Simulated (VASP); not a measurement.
A run of VASP 6.6.1 is set up as follows.

The input INCAR:

```
SYSTEM = Mn
ALGO = Normal
EDIFF = 1E-6
ENCUT = 500
GGA = PE
GGA_COMPAT = .FALSE.
ISIF = 2
ISMEAR = -1
LASPH = .TRUE.
LCHARG = .TRUE.
LELF = .TRUE.
LREAL = .FALSE.
LVHAR = .TRUE.
LWAVE = .FALSE.
NBANDS = 20
NELM = 120
PREC = Accurate
SIGMA = 0.1
```

KPOINTS

```
k-points
0
G
  6 6 6
  0 0 0
```

The input POSCAR:

```
Mn
1.0
    0.0000000000      2.4761568714      2.4761568714
    2.4761568714      0.0000000000      2.4761568714
    2.4761568714      2.4761568714      0.0000000000
Mn
2
Direct
    0.1250000000      0.1250000000      0.1250000000
    0.8750000000      0.8750000000      0.8750000000
```

Potentials or basis: VASP PAW PBE potentials, release 64 (Mn_pv).

Launch:

```sh
$ cat potpaw_PBE.64/Mn_pv/POTCAR > POTCAR
$ mpirun -np 1 vasp_std > vasp.out
```

Question: Predict the band gap on the k mesh.

Answer: Zero (band 13 reaches 6.48 eV, above the bottom of band 14 at 5.88 eV).

Question: Predict the pressure.

Answer: 0.6 GPa.

Caveat: the k points lie up to 0.37 Å⁻¹ apart; the run has no spin polarisation, though such a crystal can be magnetic. Spin polarisation is off, so any magnetic state and its effect on volume and gap are missing.
